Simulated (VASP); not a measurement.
A run of VASP 6.6.1 is set up as follows.

File INCAR:

```
SYSTEM = InGa2N3
ALGO = Normal ; EDIFF = 1E-7
EDIFFG = -0.04 ; ENCUT = 600
GGA = PE ; IBRION = 2
ISIF = 3 ; ISMEAR = 0
LASPH = .True. ; LCHARG = .False.
LREAL = .False. ; LWAVE = .False.
NELM = 100 ; NSW = 90
PREC = Accurate ; SIGMA = 0.1
```

KPOINTS

```
k-points
0
Gamma
  6 6 6
  0 0 0
```

POSCAR

```
InGa2N3
1.0
    2.6122200900      1.5081659700      4.3572731600
   -2.6122200900      1.5081659700      4.3572731600
    0.0000000000     -3.0163319500      4.3572731600
In Ga N
1 2 3
Direct
    0.5000000000      0.5000000000      0.5000000000
    0.1222017900      0.1222017900      0.1222017900
    0.8777982100      0.8777982100      0.8777982100
    0.0000000000      0.5000000000      0.5000000000
    0.5000000000      0.0000000000      0.5000000000
    0.5000000000      0.5000000000      0.0000000000
```

Potentials or basis: VASP PAW PBE potentials, release 64 (In_d, Ga_d, N).

The run is started by

```console
$ cat potpaw_PBE.64/In_d/POTCAR potpaw_PBE.64/Ga_d/POTCAR potpaw_PBE.64/N/POTCAR > POTCAR
$ mpirun -np 1 vasp_std > vasp.out
```

Q: What does it give for the relaxed volume?

A: 13.62 Å³/atom.

Q: What does it give for the space group after relaxing (to 0.1 Å)?

A: R-3m (No. 166).

Q: Estimate the relaxed cell.

A: a = 4.352 Å, b = 4.352 Å, c = 4.352 Å, α = 85.47°, β = 85.47°, γ = 85.47°.

Q: Estimate the band gap on the k mesh.

A: Zero (bands 27 and 28 overlap by 0.87 eV).

Forces on the atoms (eV/Å):
```
In   0.000  0.000  0.000
Ga   0.000  0.000 -0.013
Ga   0.000  0.000  0.013
N    0.000  0.000  0.000
N    0.000  0.000  0.000
N    0.000  0.000  0.000
```

Caveat: the volume moved by over 15 % at a fixed basis, so the end points are rough; spin-orbit coupling is left out, which moves the levels of the heavy elements.
